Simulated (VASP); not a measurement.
Write the native input for VASP 6.6.1 that does the following.

- Task: single point
- Functional: r2SCAN
- Dispersion: rVV10
- Potentials or basis: VASP PAW PBE potentials, release 64 (Pt)
- Cutoff: 550 eV
- k mesh: 18 × 18 × 18
- Occupations: gaussian, width 0.1 eV
- Spin: no spin polarisation
- Dipole correction: no
- Further INCAR settings: ALGO = Normal; EDIFF = 1e-06; NBANDS = 11

Crystal: Pt.

```
CELL_PARAMETERS angstrom
0.00000 1.96239 1.96239
1.96239 0.00000 1.96239
1.96239 1.96239 0.00000
ATOMIC_POSITIONS crystal
Pt 0.00000 0.00000 0.00000
```

These files were run (other wordings do the same):

POSCAR

```
Pt
1.0
    0.0000000000      1.9623920491      1.9623920491
    1.9623920491      0.0000000000      1.9623920491
    1.9623920491      1.9623920491      0.0000000000
Pt
1
Direct
    0.0000000000      0.0000000000      0.0000000000
```

INCAR.step1

```
SYSTEM = Pt
ALGO = Normal
EDIFF = 1E-5
ENCUT = 550
GGA = PE
GGA_COMPAT = .False.
ISMEAR = 0
LASPH = .True.
LCHARG = .False.
LREAL = .False.
LWAVE = .True.
NBANDS = 11
NELM = 120
PREC = Accurate
SIGMA = 0.1
```

INCAR.step2

```
SYSTEM = Pt
ALGO = Normal
BPARAM = 11.95
CPARAM = 0.0093
EDIFF = 1E-6
ENCUT = 550
GGA_COMPAT = .False.
ISIF = 2
ISMEAR = 0
ISTART = 1
IVDW_NL = 2
LASPH = .True.
LCHARG = .False.
LMIXTAU = .True.
LREAL = .False.
LUSE_VDW = .True.
LWAVE = .False.
METAGGA = R2SCAN
NBANDS = 11
NELM = 120
PREC = Accurate
SIGMA = 0.1
```

KPOINTS

```
k-points
0
Gamma
  18 18 18
  0 0 0
```

Potentials or basis: VASP PAW PBE potentials, release 64 (Pt).

The run is started by

```sh
$ cat potpaw_PBE.64/Pt/POTCAR > POTCAR
$ cp INCAR.step1 INCAR
$ mpirun -np 1 vasp_std > vasp.out
$ cp INCAR.step2 INCAR
$ mpirun -np 1 vasp_std > vasp.out
```

Results of the run:

```
Pressure               : 2.1 GPa
Band gap on the k mesh : zero (band 5 reaches 11.50 eV, above the bottom of band 6 at 9.13 eV)
```

Caveat: the PAW data sets were made with another functional, which shifts forces and pressure a little; spin-orbit coupling is left out, which moves the levels of the heavy elements.

Run time: 2.6 min on 1 thread of AMD EPYC 7R43 64-Core Processor (Zen 3), on a shared host, peak memory 0.2 GiB.
